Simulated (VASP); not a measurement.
A run of VASP 6.6.1:

File POSCAR:

```
Pt
1.0
    1.3741267744     -2.3806834328      0.0000000000
    1.3741267744      2.3806834328      0.0000000000
    0.0000000000      0.0000000000      4.7154834671
Pt
2
Direct
    0.6644857428      0.3355142572      0.2500000000
    0.3355142572      0.6644857428      0.7500000000
```

The input INCAR.step1:

```
SYSTEM = Pt
  ALGO = Normal
  EDIFF = 1E-4
  ENCUT = 520
  GGA = PE
  ISMEAR = 0
  LASPH = .TRUE.
  LCHARG = .FALSE.
  LREAL = .FALSE.
  LWAVE = .TRUE.
  NBANDS = 17
  NELM = 60
  PREC = Accurate
  SIGMA = 0.1
```

INCAR.step2

```
SYSTEM = Pt
  ALGO = Normal
  EDIFF = 1E-7
  ENCUT = 520
  ISIF = 2
  ISMEAR = 0
  ISTART = 1
  LASPH = .TRUE.
  LCHARG = .FALSE.
  LMIXTAU = .TRUE.
  LREAL = .FALSE.
  LWAVE = .FALSE.
  METAGGA = R2SCAN
  NBANDS = 17
  NELM = 60
  PREC = Accurate
  SIGMA = 0.1
```

The input KPOINTS:

```
k-points
0
G
  8 8 4
  0 0 0
```

Potentials or basis: VASP PAW PBE potentials, release 64 (Pt).

Launch:

```sh
$ cat potpaw_PBE.64/Pt/POTCAR > POTCAR
$ cp INCAR.step1 INCAR
$ mpirun -np 1 vasp_std > vasp.out
$ cp INCAR.step2 INCAR
$ mpirun -np 1 vasp_std > vasp.out
```

Hardware: 1 thread of Intel(R) Xeon(R) Platinum 8559C (Emerald Rapids) (shared host).

Q: How long does it take, and how much memory?

A: Wall time 58 s on 1 thread of Intel(R) Xeon(R) Platinum 8559C (Emerald Rapids), with other jobs on the host, peak memory 0.16 GiB. Counts: k points 63.
